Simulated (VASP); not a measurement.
# GaAs4 (P6/mmm) in VASP: relaxation of cell and atoms with PBE

Aim: the relaxation of cell and atoms of GaAs4 with PBE.

Program: VASP 6.6.1. These are calculated values, not measurements. Logs are shortened: lines on timing, memory, paths and dates and some standing lists are left out, and cuts for length are marked.

## (1) The cell of the first run

It takes space group P6/mmm (No. 191, hexagonal). Conventional cell: a = 5.582 Å, b = 5.582 Å, c = 5.317 Å, α = 90.00°, β = 90.00°, γ = 120.00°. Ga (site symmetry 6/mmm) has 2 As at 2.66 Å within 3.5 Å. As (site symmetry mmm) has 6 As at 2.79 Å within 3.7 Å. Within 3.5 Å of As (site symmetry 6/mmm) lie 2 Ga at 2.66 Å and 6 As at 2.79 Å.

The cell was generated, and may not be a known phase.

## (2) Relaxation of cell and atoms, PBE

INCAR reads:

```
PREC = Accurate
ENCUT = 600
EDIFF = 1E-7
ISMEAR = 0
SIGMA = 0.1
LREAL = F
LASPH = T
NELM = 100
ALGO = Normal
ISIF = 3
LWAVE = F
LCHARG = F
GGA = PE
IBRION = 2
NSW = 100
EDIFFG = -0.01
```

KPOINTS reads:

```
Automatic mesh
0
Gamma
  12 12 8
```

POSCAR reads:

```
GaAs4
1.0
    5.5820903677      0.0000000000      0.0000000000
   -2.7910451838      4.8342320646      0.0000000000
    0.0000000000      0.0000000000      5.3173797037
Ga As
1 4
Direct
    0.0000000000      0.0000000000      0.5000000000
    0.5000000000      0.0000000000      0.0000000000
    0.0000000000      0.5000000000      0.0000000000
    0.5000000000      0.5000000000      0.0000000000
    0.0000000000      0.0000000000      0.0000000000
```

Potentials or basis: VASP PAW PBE potentials, release 64 (Ga_d, As).

On the command line:

```
$ cat potpaw_PBE.64/Ga_d/POTCAR potpaw_PBE.64/As/POTCAR > POTCAR
$ mpirun -np 1 vasp_std > vasp.out
```

OUTCAR:

```text
PREC = Accurate
   ENCUT = 600
   EDIFF = 1E-7
   ISMEAR = 0
   LREAL = F
   LASPH = T
   NELM = 100
   ISIF = 3
   GGA = PE
   IBRION = 2
   NSW = 100
   EDIFFG = -0.01

 ion  position               nearest neighbor table
   1  0.000  0.000  0.500-   5 2.66   5 2.66
   2  0.500  0.000  0.000-   4 2.79   4 2.79   3 2.79   3 2.79   5 2.79   5 2.79
   3  0.000  0.500  0.000-   5 2.79   5 2.79   2 2.79   2 2.79   4 2.79   4 2.79
   4  0.500  0.500  0.000-   2 2.79   2 2.79   5 2.79   5 2.79   3 2.79   3 2.79
   5  0.000  0.000  0.000-   1 2.66   1 2.66   3 2.79   3 2.79   4 2.79   4 2.79   2 2.79   2 2.79

  LATTYP: Found a hexagonal cell.
 ALAT       =     5.5820903677
 C/A-ratio  =     0.9525785778

  Lattice vectors:

 A1 = (   5.5820903677,   0.0000000000,   0.0000000000)
 A2 = (  -2.7910451838,   4.8342320646,   0.0000000000)
 A3 = (   0.0000000000,   0.0000000000,   5.3173797037)

Analysis of symmetry for initial positions (statically):
=====================================================================
 Subroutine PRICEL returns:
 Original cell was already a primitive cell.

 Routine SETGRP: Setting up the symmetry group for a
 hexagonal supercell.

 Subroutine GETGRP returns: Found 24 space group operations
 (whereof 24 operations were pure point group operations)
 out of a pool of 24 trial point group operations.

The static configuration has the point symmetry D_6h.

Analysis of symmetry for dynamics (positions and initial velocities):
=====================================================================
 Subroutine PRICEL returns:
 Original cell was already a primitive cell.

 Routine SETGRP: Setting up the symmetry group for a
 hexagonal supercell.

 Subroutine GETGRP returns: Found 24 space group operations
 (whereof 24 operations were pure point group operations)
 out of a pool of 24 trial point group operations.

The dynamic configuration has the point symmetry D_6h.

 Subroutine INISYM returns: Found 24 space group operations
 (whereof 24 operations are pure point group operations),
 and found     1 'primitive' translations

----------------------------------------------------------------------------------------

                                     Primitive cell

  volume of cell :     143.4901

  direct lattice vectors                    reciprocal lattice vectors
     5.582090368  0.000000000  0.000000000     0.179144359  0.103429044  0.000000000
    -2.791045184  4.834232065  0.000000000     0.000000000  0.206858088  0.000000000
     0.000000000  0.000000000  5.317379704     0.000000000  0.000000000  0.188062553

  length of vectors
     5.582090368  5.582090368  5.317379704     0.206858088  0.206858088  0.188062553

  position of ions in fractional coordinates (direct lattice)
     0.000000000  0.000000000  0.500000000
     0.500000000  0.000000000  0.000000000
     0.000000000  0.500000000  0.000000000
     0.500000000  0.500000000  0.000000000
     0.000000000  0.000000000  0.000000000

  ion indices of the primitive-cell ions
   primitive index   ion index
                 1           1
                 2           2
                 3           3
                 4           4
                 5           5

----------------------------------------------------------------------------------------

 KPOINTS: Automatic mesh

Automatic generation of k-mesh.
 Grid dimensions read from file:
 generate k-points for:   12   12    8

 Generating k-lattice:

  Cartesian coordinates                     Fractional coordinates (reciprocal lattice)
     0.014928697  0.008619087  0.000000000     0.083333333  0.000000000  0.000000000
     0.000000000  0.017238174  0.000000000     0.000000000  0.083333333  0.000000000
     0.000000000  0.000000000  0.023507819     0.000000000  0.000000000  0.125000000

  Length of vectors
     0.017238174  0.017238174  0.023507819

  Shift w.r.t. Gamma in fractional coordinates (k-lattice)
     0.000000000  0.000000000  0.000000000

 Subroutine IBZKPT returns following result:
 ===========================================

 Found     95 irreducible k-points:

 Following reciprocal coordinates:
            Coordinates               Weight
  0.000000  0.000000  0.000000      1.000000
  0.083333 -0.000000  0.000000      6.000000
  0.166667 -0.000000  0.000000      6.000000
  0.250000 -0.000000  0.000000      6.000000
  0.333333 -0.000000  0.000000      6.000000
  0.416667  0.000000  0.000000      6.000000
[... 16 lines left out ...]
  0.250000 -0.000000  0.125000     12.000000
  0.333333 -0.000000  0.125000     12.000000
 [... further k-points ...]
   k-points           NKPTS =     95   k-points in BZ     NKDIM =     95   number of bands    NBANDS=     20
   number of dos      NEDOS =    301   number of ions     NIONS =      5
   total plane-waves  NPLWV =  96768
   dimension x,y,z NGX =    48 NGY =   48 NGZ =   42
   dimension x,y,z NGXF=    96 NGYF=   96 NGZF=   84
   ions per type =               1   4
   NGX,Y,Z   is equivalent  to a cutoff of  14.30, 14.30, 13.13 a.u.
   NGXF,Y,Z  is equivalent  to a cutoff of  28.59, 28.59, 26.26 a.u.
 SYSTEM =  unknown system
   PREC   = accura    normal or accurate (medium, high low for compatibility)
   ISTART =      0    job   : 0-new  1-cont  2-samecut
   ICHARG =      2    charge: 1-file 2-atom 10-const
   ISPIN  =      1    spin polarized calculation?
   LNONCOLLINEAR =      F non collinear calculations
   LSORBIT =      F    spin-orbit coupling
   LASPH  =      T    aspherical Exc in radial PAW
   ENCUT  =  600.0 eV  44.10 Ry    6.64 a.u.  11.15 11.15 10.62*2*pi/ulx,y,z
   NELM   =    100;   NELMIN=  2; NELMDL= -5     # of ELM steps
   EDIFF  = 0.1E-06   stopping-criterion for ELM
   LREAL  =      F    real-space projection
   EDIFFG = -.1E-01   stopping-criterion for IOM
   NSW    =    100    number of steps for IOM
   IBRION =      2    ionic relax: 0-MD 1-quasi-New 2-CG
   NFREE  =      1    steps in history (QN), initial steepest desc. (CG)
   ISIF   =      3    stress and relaxation
   ISYM   =      2    0-nonsym 1-usesym 2-fastsym
   POTIM  = 0.5000    time-step for ionic-motion
   TEBEG  =    0.0;   TEEND  =   0.0 temperature during run
   PSTRESS=    0.0 pullay stress
   NELECT =      33.0000    total number of electrons
   NUPDOWN=      -1.0000    fix difference up-down
   EMIN   =  10.00;   EMAX   =-10.00  energy-range for DOS
   EFERMI =   0.00;   METHOD = LEGACY
   ISMEAR =     0;   SIGMA  =   0.10  broadening in eV -4-tet -1-fermi 0-gaus
   EFERMI_NEDOS =   21; number of points for ismear=-14 and -15
   IALGO  =     38    algorithm
   IMIX   =      4    mixing-type and parameters
     AMIX     =   0.40;   BMIX     =  1.00
     AMIX_MAG =   1.60;   BMIX_MAG =  1.00
  volume/ion in A,a.u.               =      28.70       193.66
  Fermi-wavevector in a.u.,A,eV,Ry     =   1.003010  1.895415 13.687869  1.006030
  Thomas-Fermi vector in A             =   2.135535
   LORBIT       =      0    0 simple, 1 ext, 2 COOP (PROOUT), +10 PAW based schemes
   GGA     = PE    functional components
   LHFCALC =     F    Hartree Fock is set to
   AEXX    =    0.0000 exact exchange contribution
   IVDW    =     0    specifies the selected vdW correction
   LEPSILON=     F    determine dielectric tensor
   LRPA    =     F    only Hartree local field effects (RPA)
 conjugate gradient relaxation of ions
 non-spin polarized calculation
 Gauss-broadening in eV      SIGMA  =   0.10
  energy-cutoff  :      600.00
  volume of cell :      143.49
 maximum number of plane-waves:      4824
 NGX is ok and might be reduce to    48
   NGX = 23   NGY = 23   NGZ = 21

--------------------------------------- Ionic step        1  -------------------------------------------

 number of electron      33.0000011 magnetization

 Free energy of the ion-electron system (eV)
  ---------------------------------------------------
  ext. energy  EPLUGINS =         0.00000000
  ---------------------------------------------------
  free energy    TOTEN  =       -18.55107147 eV

  energy without entropy =      -18.53120580  energy(sigma->0) =      -18.54113863

------------------------ aborting loop because EDIFF is reached ----------------------------------------

  FORCE on cell =-STRESS in cart. coord.  units (eV):
  Direction    XX          YY          ZZ          XY          YZ          ZX
  --------------------------------------------------------------------------------------
  -------------------------------------------------------------------------------------
  Total        0.6239540      0.6239540     -1.0108319      0.0000000     -0.0000000     -0.0000000
  in kB        6.9669243      6.9669243    -11.2867137      0.0000000     -0.0000000     -0.0000000
  external PRESSURE =       0.8823783 kB  Pullay stress =       0.0000000 kB
[... 219 lines left out ...]
  energy  without entropy=      -18.5543726444  energy(sigma->0) =      -18.56436959

--------------------------------------- Ionic step        7  -------------------------------------------

 number of electron      33.0000000 magnetization

 Free energy of the ion-electron system (eV)
  ---------------------------------------------------
  ext. energy  EPLUGINS =         0.00000000
  ---------------------------------------------------
  free energy    TOTEN  =       -18.57445354 eV

  energy without entropy =      -18.55447298  energy(sigma->0) =      -18.56446326

 E-fermi :   2.7632     XC(G=0):  -8.6027

 val. band max:        2.7627458387   @ k =   0.0833  -0.0000   0.5000
 cond. band min:       2.7651994350   @ k =   0.4167   0.1667   0.0000
 fundamental gap:      0.0024535963
 Fermi energy:         2.7631857450

 k-point     1 :       0.0000    0.0000    0.0000
  band No.  band energies     occupation
      1     -12.5108      2.00000
      2     -12.4504      2.00000
      3     -12.4504      2.00000
      4     -12.3879      2.00000
      5     -12.3879      2.00000
      6     -11.1040      2.00000
[... 12 lines left out ...]
     19       5.2681      0.00000
[... 513 lines left out ...]
      4     -12.3889      2.00000
      5     -12.3885      2.00000
      6     -10.4683      2.00000
[... 12 lines left out ...]
     19       3.0560      0.00003
     20       4.6518      0.00000

 [... further k-points ...]

------------------------ aborting loop because EDIFF is reached ----------------------------------------

  FORCE on cell =-STRESS in cart. coord.  units (eV):
  Direction    XX          YY          ZZ          XY          YZ          ZX
  --------------------------------------------------------------------------------------
  -------------------------------------------------------------------------------------
  Total       -0.0001908     -0.0001908     -0.0176599     -0.0000000      0.0000000     -0.0000000
  in kB       -0.0021690     -0.0021690     -0.2007136     -0.0000000      0.0000000     -0.0000000
  external PRESSURE =      -0.0683505 kB  Pullay stress =       0.0000000 kB
[... 20 lines left out ...]
  FREE ENERGIE OF THE ION-ELECTRON SYSTEM (eV)
  ---------------------------------------------------
  free  energy   TOTEN  =       -18.5744535397 eV

  energy  without entropy=      -18.5544729840  energy(sigma->0) =      -18.56446326

 reached required accuracy - stopping structural energy minimisation
```

Wall time 41 min (1 thread of Intel Xeon 8259CL, shared host); peak memory 0.55 GiB.

Results:

```yaml
Free_energy: -18.5745 eV
Relaxed_volume: 28.19 Å³/atom
Relaxed_cell: a = 5.616 Å, b = 5.616 Å, c = 5.161 Å, α = 90.00°, β = 90.00°, γ = 120.00°
Space_group_after_relaxing_to_0.1_Å: P6/mmm (No. 191)
Energy_gained_by_relaxing: 4.7 meV/atom
Ionic_steps: 7
Pressure_after_relaxing: 0.0 GPa
Band_gap_on_the_k_mesh: zero (an odd number of electrons rules out a gap without spin polarisation)
```

Step by step:
| step | energy change (eV) | largest force (eV/Å) | pressure (GPa) | volume (Å³) |
| --- | --- | --- | --- | --- |
| 1 | 0.0000 | 0.0000 | 0.09 | 143.49 |
| 2 | -0.0130 | 0.0000 | -0.40 | 143.81 |
| 3 | -0.0160 | 0.0000 | -0.70 | 144.01 |
| 4 | -0.0225 | 0.0000 | -0.23 | 141.53 |
| 5 | -0.0225 | 0.0000 | -0.21 | 141.42 |
| 6 | -0.0233 | 0.0000 | 0.07 | 140.83 |
| 7 | -0.0234 | 0.0000 | -0.01 | 140.97 |

Final structure:
```cif
data_structure
_symmetry_space_group_name_H-M 'P 1'
_symmetry_Int_Tables_number 1
_cell_length_a 5.6158
_cell_length_b 5.6158
_cell_length_c 5.1614
_cell_angle_alpha 90.000
_cell_angle_beta 90.000
_cell_angle_gamma 120.000
_cell_volume 140.97
loop_
_atom_site_label
_atom_site_type_symbol
_atom_site_fract_x
_atom_site_fract_y
_atom_site_fract_z
_atom_site_occupancy
Ga1 Ga 0.00000 0.00000 0.50000 1
As1 As 0.50000 0.00000 0.00000 1
As2 As 0.00000 0.50000 0.00000 1
As3 As 0.50000 0.50000 0.00000 1
As4 As 0.00000 0.00000 0.00000 1
```

Caveat: an odd number of electrons without spin polarisation forces a metal; a magnetic or distorted state may lie lower.
